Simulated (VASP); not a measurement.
# HgTe (Cmcm) in VASP: a series of runs, part 2 of 2

VASP 6.6.1. Earlier steps stand in the parts before.

## 3. Single point, PBE

INCAR reads:

```
PREC = Accurate ; ENCUT = 500
EDIFF = 1E-6 ; ISMEAR = 0
SIGMA = 0.15 ; LREAL = False
LASPH = True ; NELM = 120
ALGO = Normal ; ISIF = 2
LWAVE = False ; LCHARG = True
GGA = PE ; LELF = True
LVHAR = True ; NBANDS = 26
GGA_COMPAT = False
```

KPOINTS reads:

```
regular mesh
0
Gamma
  10 10 8
```

POSCAR reads:

```
HgTe
1.0
    2.9664296356     -3.4783880534      0.0000000000
    2.9664296356      3.4783880534      0.0000000000
    0.0000000000      0.0000000000      5.8781767382
Hg Te
2 2
Direct
    0.3463190002      0.6536809998      0.7500000000
    0.6536809998      0.3463190002      0.2500000000
    0.7793153794      0.2206846206      0.7500000000
    0.2206846206      0.7793153794      0.2500000000
```

Potentials or basis: VASP PAW PBE potentials, release 64 (Hg, Te).

Started as:

```
cat potpaw_PBE.64/Hg/POTCAR potpaw_PBE.64/Te/POTCAR > POTCAR
mpirun -np 1 vasp_std > vasp.out
```

OUTCAR:

```text
PREC = Accurate
   ENCUT = 500
   EDIFF = 1E-6
   ISMEAR = 0
   LREAL = False
   LASPH = True
   NELM = 120
   ISIF = 2
   GGA = PE

 ion  position               nearest neighbor table
   1  0.346  0.654  0.750-   3 3.00   3 3.00   3 3.01   4 3.07   4 3.07   2 3.63   2 3.63
   2  0.654  0.346  0.250-   4 3.00   4 3.00   4 3.01   3 3.07   3 3.07   1 3.63   1 3.63
   3  0.779  0.221  0.750-   1 3.00   1 3.00   1 3.01   2 3.07   2 3.07
   4  0.221  0.779  0.250-   2 3.00   2 3.00   2 3.01   1 3.07   1 3.07

[... 900 lines left out ...]
  Direction    XX          YY          ZZ          XY          YZ          ZX
  --------------------------------------------------------------------------------------
  -------------------------------------------------------------------------------------
  Total       -0.0800731      0.1286573     -0.3795419      0.0000000      0.0000000      0.0000000
  in kB       -1.0575782      1.6992613     -5.0128608      0.0000000      0.0000000      0.0000000
  external PRESSURE =      -1.4570592 kB  Pullay stress =       0.0000000 kB

 VOLUME and BASIS-vectors are now :
 -----------------------------------------------------------------------------
  energy-cutoff  :      500.00
  volume of cell :      121.31
      direct lattice vectors                 reciprocal lattice vectors
     2.966429636 -3.478388053  0.000000000     0.168552793 -0.143744744  0.000000000
     2.966429636  3.478388053  0.000000000     0.168552793  0.143744744  0.000000000
     0.000000000  0.000000000  5.878176738     0.000000000  0.000000000  0.170120778

 POSITION                                       TOTAL-FORCE (eV/Angst)
 -----------------------------------------------------------------------------------
      2.96643      1.06912      4.40863         0.000000      0.073502      0.000000
      2.96643     -1.06912      1.46954         0.000000     -0.073502      0.000000
      2.96643     -1.94313      4.40863         0.000000      0.010011     -0.000000
      2.96643      1.94313      1.46954         0.000000     -0.010011      0.000000
 -----------------------------------------------------------------------------------
    total drift:                                0.000000      0.000000      0.000000

  FREE ENERGIE OF THE ION-ELECTRON SYSTEM (eV)
  ---------------------------------------------------
  free  energy   TOTEN  =        -6.6421944657 eV

  energy  without entropy=       -6.6233990583  energy(sigma->0) =       -6.63279676
```

OSZICAR:

```text
N       E                     dE             d eps       ncg     rms          rms(c)
DAV:   1     0.228182767985E+03    0.22818E+03   -0.15618E+04  8060   0.118E+03
DAV:   2     0.414410883650E+01   -0.22404E+03   -0.21544E+03  8640   0.280E+02
DAV:   3    -0.690352991594E+01   -0.11048E+02   -0.10915E+02  9654   0.618E+01
DAV:   4    -0.703579241088E+01   -0.13226E+00   -0.13208E+00  9978   0.593E+00
DAV:   5    -0.703718531344E+01   -0.13929E-02   -0.13929E-02  9400   0.614E-01    0.923E+00
DAV:   6    -0.664725742980E+01    0.38993E+00   -0.91124E-01  8552   0.951E+00    0.734E+00
DAV:   7    -0.664436001902E+01    0.28974E-02   -0.22986E-01  8768   0.245E+00    0.269E+00
DAV:   8    -0.664232456104E+01    0.20355E-02   -0.23640E-02  8384   0.143E+00    0.526E-01
DAV:   9    -0.664220151516E+01    0.12305E-03   -0.33990E-03  8910   0.541E-01    0.873E-02
DAV:  10    -0.664218216550E+01    0.19350E-04   -0.24923E-04  8544   0.156E-01    0.402E-02
DAV:  11    -0.664220421807E+01   -0.22053E-04   -0.12768E-04  8856   0.850E-02    0.483E-02
DAV:  12    -0.664219467114E+01    0.95469E-05   -0.26614E-05  8332   0.468E-02    0.252E-02
DAV:  13    -0.664219446566E+01    0.20547E-06   -0.28215E-06  8350   0.722E-03
   1 F= -.66421945E+01 E0= -.66327968E+01  d E =-.187954E-01
```

It took 8.4 min on 1 thread of Oxide Virtual Turin-like, shared host; peak memory 0.49 GiB.

Results:

```yaml
Free_energy: -6.6422 eV
Pressure: -0.1 GPa
Largest_force: 0.074 eV/Å
Band_gap_on_the_k_mesh: zero (bands 18 and 19 overlap by 2.11 eV)
```

Forces in eV/Å, atoms in the order of the input:
```
Hg   0.000  0.074  0.000
Hg   0.000 -0.074  0.000
Te   0.000  0.010  0.000
Te   0.000 -0.010  0.000
```

Stress tensor (GPa, compression positive):
```
-0.11  0.00  0.00
 0.00  0.17  0.00
 0.00  0.00 -0.50
```

Levels at points of the mesh, in eV from the Fermi level:
```tsv
k point	band 15	band 16	band 17	band 18	band 19	band 20	band 21	band 22
(0.00, 0.00, 0.00)	-2.42	-2.37	-0.91	-0.34	-0.29	-0.07	4.15	5.24
(0.50, 0.00, 0.00)	-2.33	-1.76	-0.73	-0.56	1.56	2.70	3.14	4.61
(0.50, 0.50, 0.00)	-2.08	-1.99	-1.71	-1.61	-1.60	-1.18	3.33	5.37
(0.00, 0.00, 0.50)	-1.70	-1.70	-1.08	-1.08	1.37	1.37	4.86	4.86
(0.50, 0.00, 0.50)	-0.87	-0.87	0.33	0.33	2.03	2.03	3.90	3.90
(0.50, 0.50, 0.50)	-2.88	-2.88	-2.85	-2.85	2.04	2.04	5.49	5.49
```

Caveat: spin-orbit coupling is left out, which moves the levels of the heavy elements.

## 4. Single point, PBE

INCAR reads:

```
SYSTEM = HgTe
ALGO = Normal
EDIFF = 1E-6
ENCUT = 500
GGA = PE
GGA_COMPAT = .FALSE.
ISIF = 2
ISMEAR = 0
LASPH = .TRUE.
LCHARG = .FALSE.
LREAL = .FALSE.
LWAVE = .FALSE.
NBANDS = 26
NELM = 120
PREC = Accurate
SIGMA = 0.15
```

KPOINTS reads:

```
k-points
0
G
  10 10 8
  0 0 0
```

POSCAR reads:

```
HgTe
1.0
    2.9664296356     -3.4783880534      0.0000000000
    2.9664296356      3.4783880534      0.0000000000
    0.0000000000      0.0000000000      5.8781767382
Hg Te
2 2
Direct
    0.2744466282      0.7255533718      0.7500000000
    0.7255533718      0.2744466282      0.2500000000
    0.7365110415      0.2634889585      0.7500000000
    0.2634889585      0.7365110415      0.2500000000
```

Potentials or basis: VASP PAW PBE potentials, release 64 (Hg, Te).

Started as:

```
cat potpaw_PBE.64/Hg/POTCAR potpaw_PBE.64/Te/POTCAR > POTCAR
mpirun -np 1 vasp_std > vasp.out
```

OUTCAR:

```text
SYSTEM = HgTe
   EDIFF = 1E-6
   ENCUT = 500
   GGA = PE
   ISIF = 2
   ISMEAR = 0
   LASPH = .TRUE.
   LREAL = .FALSE.
   NELM = 120
   PREC = Accurate

 ion  position               nearest neighbor table
   1  0.274  0.726  0.750-   4 2.94   4 2.94   3 2.98   3 2.98   3 3.21   3 3.74
   2  0.726  0.274  0.250-   3 2.94   3 2.94   4 2.98   4 2.98   4 3.21   4 3.74
   3  0.737  0.263  0.750-   2 2.94   2 2.94   1 2.98   1 2.98   1 3.21   1 3.74
   4  0.263  0.737  0.250-   1 2.94   1 2.94   2 2.98   2 2.98   2 3.21   2 3.74

  LATTYP: Found a base centered orthorhombic cell.
 ALAT       =     5.9328592712
 B/A-ratio  =     1.1725840423
 C/A-ratio  =     0.9907831063

  Lattice vectors:

 A1 = (   2.9664296356,  -3.4783880534,   0.0000000000)
 A2 = (   2.9664296356,   3.4783880534,   0.0000000000)
 A3 = (   0.0000000000,   0.0000000000,   5.8781767382)

Analysis of symmetry for initial positions (statically):
=====================================================================
 Subroutine PRICEL returns:
 Original cell was already a primitive cell.

 Routine SETGRP: Setting up the symmetry group for a
 base centered orthorhombic supercell.

[... 173 lines left out ...]
 E-fermi :   3.6670     XC(G=0):  -9.5015

 val. band max:        3.6605815813   @ k =   0.2000   0.1000   0.2500
 cond. band min:       3.6857088001   @ k =   0.4000   0.4000   0.2500
 fundamental gap:      0.0251272188
 Fermi energy:         3.6670057827

 k-point     1 :       0.0000    0.0000    0.0000
  band No.  band energies     occupation
      1      -8.1011      2.00000
      2      -7.0921      2.00000
      3      -3.0525      2.00000
      4      -3.0382      2.00000
      5      -2.9247      2.00000
      6      -2.8245      2.00000
[... 685 lines left out ...]
     25      10.7860      0.00000
     26      11.6529      0.00000

 [... further k-points ...]

------------------------ aborting loop because EDIFF is reached ----------------------------------------

  FORCE on cell =-STRESS in cart. coord.  units (eV):
  Direction    XX          YY          ZZ          XY          YZ          ZX
  --------------------------------------------------------------------------------------
  -------------------------------------------------------------------------------------
  Total        0.4681540     -0.6538252      1.6872297      0.0000000      0.0000000      0.0000000
  in kB        6.1832188     -8.6355008     22.2843557      0.0000000      0.0000000      0.0000000
  external PRESSURE =       6.6106912 kB  Pullay stress =       0.0000000 kB

 VOLUME and BASIS-vectors are now :
 -----------------------------------------------------------------------------
  energy-cutoff  :      500.00
  volume of cell :      121.31
      direct lattice vectors                 reciprocal lattice vectors
     2.966429636 -3.478388053  0.000000000     0.168552793 -0.143744744  0.000000000
     2.966429636  3.478388053  0.000000000     0.168552793  0.143744744  0.000000000
     0.000000000  0.000000000  5.878176738     0.000000000  0.000000000  0.170120778

 POSITION                                       TOTAL-FORCE (eV/Angst)
 -----------------------------------------------------------------------------------
      2.96643      1.56912      4.40863         0.000000     -0.056030      0.000000
      2.96643     -1.56912      1.46954         0.000000      0.056030      0.000000
      2.96643     -1.64535      4.40863         0.000000     -0.075681     -0.000000
      2.96643      1.64535      1.46954         0.000000      0.075681      0.000000
 -----------------------------------------------------------------------------------
    total drift:                               -0.000000     -0.000000      0.000000

  FREE ENERGIE OF THE ION-ELECTRON SYSTEM (eV)
  ---------------------------------------------------
  free  energy   TOTEN  =        -6.5769659188 eV

  energy  without entropy=       -6.5574341716  energy(sigma->0) =       -6.56720005
```

Wall time 6.8 min (1 thread of Oxide Virtual Turin-like, shared host); peak memory 0.49 GiB.

What came out:

```yaml
Free_energy: -6.5770 eV
Pressure: 0.7 GPa
Largest_force: 0.076 eV/Å
Band_gap_on_the_k_mesh: zero (bands 18 and 19 overlap by 2.36 eV)
```

Forces on the atoms (eV/Å):
```
Hg   0.000 -0.056  0.000
Hg   0.000  0.056  0.000
Te   0.000 -0.076  0.000
Te   0.000  0.076  0.000
```

Stress tensor (GPa, compression positive):
```
 0.62  0.00  0.00
 0.00 -0.86  0.00
 0.00  0.00  2.23
```

Caveat: spin-orbit coupling is left out, which moves the levels of the heavy elements.

## 5. The runs side by side

```csv
cell,gap on the mesh (eV),pressure (GPa),largest force (eV/Å)
"as given, atomic positions A",none,0.6,0.08
"as given, atomic positions B",none,-0.1,0.07
"as given, atomic positions C",none,0.7,0.08
```

Alike in all rows: task single point; level PBE; potentials or basis VASP PAW PBE potentials, release 64 (Hg, Te); no spin polarisation; k mesh 10 × 10 × 8; cutoff (eV) 500; smearing gaussian 0.15 eV.

Caveats: spin-orbit coupling is left out, which moves the levels of the heavy elements.

Total energies depend on the potentials used, so only differences within one code and one set of settings carry meaning.

The gap in the log of VASP goes by the Fermi energy; the results here count the filled bands.